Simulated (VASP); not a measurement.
Input of a VASP 6.6.1 run:

INCAR

```
SYSTEM = Ge
ALGO = Normal
EDIFF = 1E-6
ENCUT = 520
GGA = PE
ISIF = 2
ISMEAR = -1
LASPH = .TRUE.
LCHARG = .TRUE.
LELF = .TRUE.
LREAL = .FALSE.
LVHAR = .TRUE.
LWAVE = .FALSE.
NBANDS = 21
NELM = 100
PREC = Accurate
SIGMA = 0.02
```

File KPOINTS:

```
k-points
0
G
  8 8 8
  0 0 0
```

The input POSCAR:

```
Ge
1.0
    0.0000000000      2.8368735119      2.8368735119
    2.8368735119      0.0000000000      2.8368735119
    2.8368735119      2.8368735119      0.0000000000
Ge
2
Direct
    0.0000000000      0.0000000000      0.0000000000
    0.2500000000      0.2500000000      0.2500000000
```

Potentials or basis: VASP PAW PBE potentials, release 64 (Ge_d).

The run is started by

```bash
$ cat potpaw_PBE.64/Ge_d/POTCAR > POTCAR
$ mpirun -np 1 vasp_std > vasp.out
```

(1) Predict the pressure.

(2) What does it give for the band gap on the k mesh?

Results:

(1) 2.9 GPa.

(2) zero (filled and empty bands touch).
